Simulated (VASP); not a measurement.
Wanted: the native input for a VASP 6.6.1 run.

```yaml
Task: single point
Functional: r2SCAN
Potentials_or_basis: VASP PAW PBE potentials, release 64 (Sc_sv, N, Lu)
Cutoff: 520 eV
k_mesh: 6 × 6 × 4
Occupations: fermi-dirac, width 0.02 eV
Spin: no spin polarisation
Dipole_correction: no
Further_INCAR_settings: ALGO = Normal; EDIFF = 1e-06; NBANDS = 31
```

The system is LuScN2.

```
Sc N Lu
1.0
     3.30500    0.00000    0.00000
     0.00000    3.30500    0.00000
     0.00000    0.00000    4.66456
Sc N Lu
1 2 1
Cartesian
  0.0000 0.0000 0.0000
  0.0000 0.0000 2.3323
  1.6525 1.6525 0.0000
  1.6525 1.6525 2.3323
```

These files were run (other wordings do the same):

POSCAR

```
LuScN2
1.0
    3.3050023534      0.0000000000      0.0000000000
    0.0000000000      3.3050023534      0.0000000000
    0.0000000000      0.0000000000      4.6645578176
Sc N Lu
1 2 1
Direct
    0.0000000000      0.0000000000      0.0000000000
    0.0000000000      0.0000000000      0.5000000000
    0.5000000000      0.5000000000      0.0000000000
    0.5000000000      0.5000000000      0.5000000000
```

INCAR.step1

```
ALGO     = Normal         # electronic algorithm
EDIFF    = 1E-4           # SCF threshold, eV
ENCUT    = 520            # plane-wave cutoff, eV
GGA      = PE             # functional
ISMEAR   = -1             # smearing method
LASPH    = T              # aspherical terms in the spheres
LCHARG   = F              # write CHGCAR
LREAL    = F              # projectors in reciprocal space
LWAVE    = T              # write WAVECAR
NBANDS   = 31             # bands
NELM     = 80             # most SCF steps
PREC     = Accurate       # precision mode
SIGMA    = 0.02           # smearing width, eV
```

INCAR.step2

```
ALGO     = Normal         # electronic algorithm
EDIFF    = 1E-6           # SCF threshold, eV
ENCUT    = 520            # plane-wave cutoff, eV
ISIF     = 2              # what is computed and relaxed
ISMEAR   = -1             # smearing method
ISTART   = 1            
LASPH    = T              # aspherical terms in the spheres
LCHARG   = T              # write CHGCAR
LELF     = T              # ELF
LMIXTAU  = T            
LREAL    = F              # projectors in reciprocal space
LVHAR    = T            
LWAVE    = F              # write WAVECAR
METAGGA  = R2SCAN         # meta-GGA
NBANDS   = 31             # bands
NELM     = 80             # most SCF steps
PREC     = Accurate       # precision mode
SIGMA    = 0.02           # smearing width, eV
```

KPOINTS

```
k-points
0
Gamma
  6 6 4
```

Potentials or basis: VASP PAW PBE potentials, release 64 (Sc_sv, N, Lu).

Run with:

```console
$ cat potpaw_PBE.64/Sc_sv/POTCAR potpaw_PBE.64/N/POTCAR potpaw_PBE.64/Lu/POTCAR > POTCAR
$ cp INCAR.step1 INCAR
$ mpirun -np 1 vasp_std > vasp.out
$ cp INCAR.step2 INCAR
$ mpirun -np 1 vasp_std > vasp.out
```

Results of the run:

The pressure is -3.9 GPa and the band gap on the k mesh is 0.21 eV.

Caveat: the cell stands under tension; the PAW data sets were made with another functional, which shifts forces and pressure a little; spin-orbit coupling is left out, which moves the levels of the heavy elements.

Run time: 4.8 min on 1 thread of Intel Xeon 8259CL (shared host), peak memory 0.21 GiB.
